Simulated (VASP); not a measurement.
# ZnO (P6_3mc) in VASP: single point with r2SCAN

Aim: the single point of ZnO with r2SCAN.

Program: VASP 6.6.1. These are calculated values, not measurements. Logs are shortened: lines on timing, memory, paths and dates and some standing lists are left out, and cuts for length are marked.

**1. The cell of the first run**

Symmetry: P6_3mc, No. 186, hexagonal system. The conventional cell has a = 3.249 Å, b = 3.249 Å, c = 5.204 Å, α = 90.00°, β = 90.00°, γ = 120.00°. Zn (site symmetry 3m) has 4 O at 1.97 to 1.99 Å within 2.6 Å. O (site symmetry 3m) has 4 Zn at 1.97 to 1.99 Å within 2.6 Å.

**2. Single point, r2SCAN**

POSCAR reads:

```
ZnO
1.0
    3.2494000000      0.0000000000      0.0000000000
   -1.6247000000      2.8140629471      0.0000000000
    0.0000000000      0.0000000000      5.2038000000
Zn O
2 2
Direct
    0.3333333333      0.6666666667      0.0000000000
    0.6666666667      0.3333333333      0.5000000000
    0.3333333333      0.6666666667      0.3821000000
    0.6666666667      0.3333333333      0.8821000000
```

INCAR.step1 reads:

```
SYSTEM = ZnO
PREC = Accurate
ENCUT = 520
ISMEAR = 0
SIGMA = 0.01
LREAL = .False.
LASPH = .True.
NELM = 60
NBANDS = 26
GGA = PE
ALGO = Normal
EDIFF = 1E-4
LWAVE = .True.
LCHARG = .False.
```

INCAR.step2 reads:

```
SYSTEM = ZnO
PREC = Accurate
ENCUT = 520
EDIFF = 1E-7
ISMEAR = 0
SIGMA = 0.01
LREAL = .False.
LASPH = .True.
NELM = 60
ALGO = Normal
ISIF = 2
LWAVE = .False.
LCHARG = .True.
METAGGA = R2SCAN
LMIXTAU = .True.
LELF = .True.
LVHAR = .True.
NBANDS = 26
ISTART = 1
```

KPOINTS reads:

```
regular mesh
0
Gamma
  9 9 6
  0 0 0
```

Potentials or basis: VASP PAW PBE potentials, release 64 (Zn, O).

On the command line:

```sh
$ cat potpaw_PBE.64/Zn/POTCAR potpaw_PBE.64/O/POTCAR > POTCAR
$ cp INCAR.step1 INCAR
$ mpirun -np 1 vasp_std > vasp.out
$ cp INCAR.step2 INCAR
$ mpirun -np 1 vasp_std > vasp.out
```

OUTCAR:

```text
SYSTEM = ZnO
   PREC = Accurate
   ENCUT = 520
   EDIFF = 1E-7
   ISMEAR = 0
   LREAL = .False.
   LASPH = .True.
   NELM = 60
   ISIF = 2
   METAGGA = R2SCAN
   ISTART = 1

 ion  position               nearest neighbor table
   1  0.333  0.667  0.000-   4 1.97   4 1.97   4 1.97   3 1.99
   2  0.667  0.333  0.500-   3 1.97   3 1.97   3 1.97   4 1.99
   3  0.333  0.667  0.382-   2 1.97   2 1.97   2 1.97   1 1.99
   4  0.667  0.333  0.882-   1 1.97   1 1.97   1 1.97   2 1.99

  LATTYP: Found a hexagonal cell.
 ALAT       =     3.2494000000
 C/A-ratio  =     1.6014648858

  Lattice vectors:

 A1 = (   3.2494000000,   0.0000000000,   0.0000000000)
 A2 = (  -1.6247000000,   2.8140629471,   0.0000000000)
 A3 = (   0.0000000000,   0.0000000000,   5.2038000000)

Analysis of symmetry for initial positions (statically):
=====================================================================
 Subroutine PRICEL returns:
 Original cell was already a primitive cell.

 Routine SETGRP: Setting up the symmetry group for a
 hexagonal supercell.

 Subroutine GETGRP returns: Found 12 space group operations
 (whereof  6 operations were pure point group operations)
 out of a pool of 24 trial point group operations.

The static configuration has the point symmetry C_3v.
 The point group associated with its full space group is C_6v.

Analysis of symmetry for dynamics (positions and initial velocities):
=====================================================================
 Subroutine PRICEL returns:
 Original cell was already a primitive cell.

 Routine SETGRP: Setting up the symmetry group for a
 hexagonal supercell.

 Subroutine GETGRP returns: Found 12 space group operations
 (whereof  6 operations were pure point group operations)
 out of a pool of 24 trial point group operations.

The dynamic configuration has the point symmetry C_3v.
 The point group associated with its full space group is C_6v.

 Subroutine INISYM returns: Found 12 space group operations
 (whereof  6 operations are pure point group operations),
 and found     1 'primitive' translations

----------------------------------------------------------------------------------------

                                     Primitive cell

  volume of cell :      47.5836

  direct lattice vectors                    reciprocal lattice vectors
     3.249400000  0.000000000  0.000000000     0.307749123  0.177679039  0.000000000
    -1.624700000  2.814062947  0.000000000     0.000000000  0.355358078  0.000000000
     0.000000000  0.000000000  5.203800000     0.000000000  0.000000000  0.192167262

  length of vectors
     3.249400000  3.249400000  5.203800000     0.355358078  0.355358078  0.192167262

  position of ions in fractional coordinates (direct lattice)
     0.333333333  0.666666667  0.000000000
     0.666666667  0.333333333  0.500000000
     0.333333333  0.666666667  0.382100000
     0.666666667  0.333333333  0.882100000

  ion indices of the primitive-cell ions
   primitive index   ion index
                 1           1
                 2           2
                 3           3
                 4           4

----------------------------------------------------------------------------------------

 KPOINTS: regular mesh

Automatic generation of k-mesh.
 Grid dimensions read from file:
 generate k-points for:    9    9    6

 Generating k-lattice:

  Cartesian coordinates                     Fractional coordinates (reciprocal lattice)
     0.034194347  0.019742115  0.000000000     0.111111111 -0.000000000  0.000000000
     0.000000000  0.039484231  0.000000000     0.000000000  0.111111111  0.000000000
     0.000000000  0.000000000  0.032027877     0.000000000  0.000000000  0.166666667

  Length of vectors
     0.039484231  0.039484231  0.032027877

  Shift w.r.t. Gamma in fractional coordinates (k-lattice)
     0.000000000  0.000000000  0.000000000

 Subroutine IBZKPT returns following result:
 ===========================================

 Found     48 irreducible k-points:

 Following reciprocal coordinates:
            Coordinates               Weight
  0.000000  0.000000  0.000000      1.000000
  0.111111 -0.000000  0.000000      6.000000
  0.222222  0.000000  0.000000      6.000000
  0.333333 -0.000000  0.000000      6.000000
  0.444444  0.000000  0.000000      6.000000
  0.111111  0.111111  0.000000      6.000000
[... 16 lines left out ...]
  0.333333  0.222222  0.166667     24.000000
  0.333333  0.333333  0.166667      4.000000
 [... further k-points ...]
   k-points           NKPTS =     48   k-points in BZ     NKDIM =     48   number of bands    NBANDS=     26
   number of dos      NEDOS =    301   number of ions     NIONS =      4
   total plane-waves  NPLWV =  23040
   dimension x,y,z NGX =    24 NGY =   24 NGZ =   40
   dimension x,y,z NGXF=    48 NGYF=   48 NGZF=   80
   ions per type =               2   2
   NGX,Y,Z   is equivalent  to a cutoff of  12.28, 12.28, 12.78 a.u.
   NGXF,Y,Z  is equivalent  to a cutoff of  24.56, 24.56, 25.56 a.u.
 SYSTEM =  ZnO
   PREC   = accura    normal or accurate (medium, high low for compatibility)
   ISTART =      1    job   : 0-new  1-cont  2-samecut
   ICHARG =      0    charge: 1-file 2-atom 10-const
   ISPIN  =      1    spin polarized calculation?
   LNONCOLLINEAR =      F non collinear calculations
   LSORBIT =      F    spin-orbit coupling
   LASPH  =      T    aspherical Exc in radial PAW
   ENCUT  =  520.0 eV  38.22 Ry    6.18 a.u.   6.04  6.04  9.68*2*pi/ulx,y,z
   NELM   =     60;   NELMIN=  2; NELMDL=  0     # of ELM steps
   EDIFF  = 0.1E-06   stopping-criterion for ELM
   LREAL  =      F    real-space projection
   EDIFFG = 0.1E-05   stopping-criterion for IOM
   NSW    =      0    number of steps for IOM
   IBRION =     -1    ionic relax: 0-MD 1-quasi-New 2-CG
   NFREE  =      0    steps in history (QN), initial steepest desc. (CG)
   ISIF   =      2    stress and relaxation
   ISYM   =      2    0-nonsym 1-usesym 2-fastsym
   POTIM  = 0.5000    time-step for ionic-motion
   TEBEG  =    0.0;   TEEND  =   0.0 temperature during run
   PSTRESS=    0.0 pullay stress
   NELECT =      36.0000    total number of electrons
   NUPDOWN=      -1.0000    fix difference up-down
   EMIN   =  10.00;   EMAX   =-10.00  energy-range for DOS
   EFERMI =   0.00;   METHOD = LEGACY
   ISMEAR =     0;   SIGMA  =   0.01  broadening in eV -4-tet -1-fermi 0-gaus
   EFERMI_NEDOS =   21; number of points for ismear=-14 and -15
   IALGO  =     38    algorithm
   IMIX   =      4    mixing-type and parameters
     AMIX     =   0.40;   BMIX     =  1.00
     AMIX_MAG =   1.60;   BMIX_MAG =  1.00
  volume/ion in A,a.u.               =      11.90        80.28
  Fermi-wavevector in a.u.,A,eV,Ry     =   1.491729  2.818958 30.276420  2.225254
  Thomas-Fermi vector in A             =   2.604347
   LORBIT       =      0    0 simple, 1 ext, 2 COOP (PROOUT), +10 PAW based schemes
   METAGGA = R2SCAN    functional components
   LHFCALC =     F    Hartree Fock is set to
   AEXX    =    0.0000 exact exchange contribution
   IVDW    =     0    specifies the selected vdW correction
   LEPSILON=     F    determine dielectric tensor
   LRPA    =     F    only Hartree local field effects (RPA)
 non-spin polarized calculation
 Gauss-broadening in eV      SIGMA  =   0.01
  energy-cutoff  :      520.00
  volume of cell :       47.58
 maximum number of plane-waves:      1302
   NGX = 13   NGY = 13   NGZ = 19

 number of electron      36.0000016 magnetization

 Free energy of the ion-electron system (eV)
  ---------------------------------------------------
  ext. energy  EPLUGINS =         0.00000000
  ---------------------------------------------------
  free energy    TOTEN  =       -36.31731274 eV

  energy without entropy =      -36.31731274  energy(sigma->0) =      -36.31731274

 E-fermi :   0.9652     XC(G=0): -11.6635

 val. band max:        0.8498746973   @ k =   0.0000   0.0000   0.0000
 cond. band min:       2.0791994643   @ k =   0.0000   0.0000   0.0000
 fundamental gap:      1.2293247670
 Fermi energy:         0.9652350167

 k-point     1 :       0.0000    0.0000    0.0000
  band No.  band energies     occupation
      1     -18.2329      2.00000
      2     -17.5407      2.00000
      3      -4.9777      2.00000
      4      -4.9777      2.00000
      5      -4.8860      2.00000
      6      -4.8162      2.00000
[... 18 lines left out ...]
     25      15.8685      0.00000
     26      15.8686      0.00000

 k-point     2 :       0.1111   -0.0000    0.0000
  band No.  band energies     occupation
      1     -18.1688      2.00000
      2     -17.5127      2.00000
      3      -5.0471      2.00000
      4      -4.9357      2.00000
      5      -4.8482      2.00000
      6      -4.7952      2.00000
[... 18 lines left out ...]
     25      15.9847      0.00000
     26      16.0320      0.00000

 k-point     3 :       0.2222    0.0000    0.0000
  band No.  band energies     occupation
      1     -17.9979      2.00000
      2     -17.4459      2.00000
      3      -5.1816      2.00000
      4      -4.8568      2.00000
      5      -4.8352      2.00000
      6      -4.7014      2.00000
[... 18 lines left out ...]
     25      15.0281      0.00000
     26      15.9953      0.00000

 k-point     4 :       0.3333   -0.0000    0.0000
  band No.  band energies     occupation
      1     -17.7813      2.00000
      2     -17.3846      2.00000
      3      -5.2481      2.00000
      4      -4.8970      2.00000
      5      -4.7387      2.00000
      6      -4.5238      2.00000
[... 18 lines left out ...]
     25      15.1006      0.00000
     26      15.8198      0.00000
[... 496 lines left out ...]
      1     -17.6542      2.00000
      2     -17.3864      2.00000
      3      -5.0685      2.00000
      4      -4.9968      2.00000
      5      -4.6432      2.00000
      6      -4.5909      2.00000
[... 18 lines left out ...]
     25      13.4691      0.00000
     26      16.7747      0.00000

 k-point    23 :       0.3333    0.2222    0.1667
  band No.  band energies     occupation
      1     -17.5149      2.00000
      2     -17.3826      2.00000
      3      -5.0148      2.00000
      4      -4.8085      2.00000
      5      -4.6454      2.00000
      6      -4.4695      2.00000
[... 18 lines left out ...]
     25      14.2362      0.00000
     26      15.8777      0.00000

 k-point    24 :       0.3333    0.3333    0.1667
  band No.  band energies     occupation
      1     -17.4244      2.00000
      2     -17.4244      2.00000
      3      -4.9463      2.00000
      4      -4.6789      2.00000
      5      -4.6789      2.00000
      6      -4.3375      2.00000
[... 18 lines left out ...]
     25      14.8988      0.00000
     26      16.1257      0.00000

 [... further k-points ...]
[... 5 lines left out ...]
  --------------------------------------------------------------------------------------
  -------------------------------------------------------------------------------------
  Total       -0.0624811     -0.0624811      0.0401016      0.0000000      0.0000000      0.0000000
  in kB       -2.1037863     -2.1037863      1.3502523      0.0000000      0.0000000      0.0000000
  external PRESSURE =      -0.9524401 kB  Pullay stress =       0.0000000 kB

 VOLUME and BASIS-vectors are now :
 -----------------------------------------------------------------------------
  energy-cutoff  :      520.00
  volume of cell :       47.58
      direct lattice vectors                 reciprocal lattice vectors
     3.249400000  0.000000000  0.000000000     0.307749123  0.177679039  0.000000000
    -1.624700000  2.814062947  0.000000000     0.000000000  0.355358078  0.000000000
     0.000000000  0.000000000  5.203800000     0.000000000  0.000000000  0.192167262

 POSITION                                       TOTAL-FORCE (eV/Angst)
 -----------------------------------------------------------------------------------
     -0.00000      1.87604      0.00000        -0.000000      0.000000      0.019398
      1.62470      0.93802      2.60190         0.000000     -0.000000      0.019398
     -0.00000      1.87604      1.98837        -0.000000     -0.000000     -0.019398
      1.62470      0.93802      4.59027        -0.000000      0.000000     -0.019398
 -----------------------------------------------------------------------------------
    total drift:                               -0.000000      0.000000     -0.096466

  FREE ENERGIE OF THE ION-ELECTRON SYSTEM (eV)
  ---------------------------------------------------
  free  energy   TOTEN  =       -36.3173127382 eV

  energy  without entropy=      -36.3173127382  energy(sigma->0) =      -36.31731274
```

It took 2.5 min on 1 thread of Intel Xeon Platinum 8259CL at 2.50GHz (Skylake/Cascade Lake), shared host; peak memory 0.2 GiB.

What came out:

| Quantity | Value |
| --- | --- |
| Free energy | -36.3173 eV |
| Pressure | -0.1 GPa |
| Largest force | 0.019 eV/Å |
| Band gap on the k mesh | 1.23 eV, direct |

Forces in eV/Å, atoms in the order of the input:
```
Zn   0.000  0.000  0.019
Zn   0.000  0.000  0.019
O    0.000  0.000 -0.019
O    0.000  0.000 -0.019
```

Stress tensor (GPa, compression positive):
```
-0.21  0.00  0.00
 0.00 -0.21  0.00
 0.00  0.00  0.14
```

Caveat: the PAW data sets were made with another functional, which shifts forces and pressure a little. r2SCAN opens gaps a little over a GGA but as a rule still falls short of measured ones.
